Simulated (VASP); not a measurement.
Runs of VASP 6.6.1 on In. The structure is that of space group I4/mmm (No. 139), or close to it. The cells are those of the table. 

```tsv
cell	further INCAR settings	gap on the mesh (eV)	pressure (GPa)
a = 3.331 Å, angles 126.6, 126.6, 78.9°, 1 atom	ALGO = Fast; EDIFF = 1e-07; NBANDS = 12	none	10.2
a = 3.255 Å, angles 125.3, 125.3, 81.1°, 1 atom	ALGO = Fast; EDIFF = 1e-07; NBANDS = 12	none	(a)
a = 3.408 Å, angles 127.9, 127.9, 76.7°, 1 atom	ALGO = Fast; EDIFF = 1e-06; NBANDS = 12	none	(b)
a = 3.316 Å, angles 123.8, 123.8, 83.5°, 1 atom	ALGO = Fast; EDIFF = 1e-06; NBANDS = 12	none	6.5
a = 3.181 Å, angles 123.9, 123.9, 83.4°, 1 atom	ALGO = Fast; EDIFF = 1e-07; NBANDS = 12	none	17.5
```

Alike in all rows: task single point; level PBE; potentials or basis VASP PAW PBE potentials, release 64 (In_d); no spin polarisation; k mesh 20 × 20 × 20; cutoff (eV) 520; smearing gaussian 0.15 eV.

Estimate the missing entries.

(a) 13.5; (b) 7.5.

Caveats: spin-orbit coupling is left out, which moves the levels of the heavy elements.

A k mesh can miss the band edges, and the runs leave out spin-orbit coupling on In.

A gap of «none» marks levels without a gap at the run's occupations.
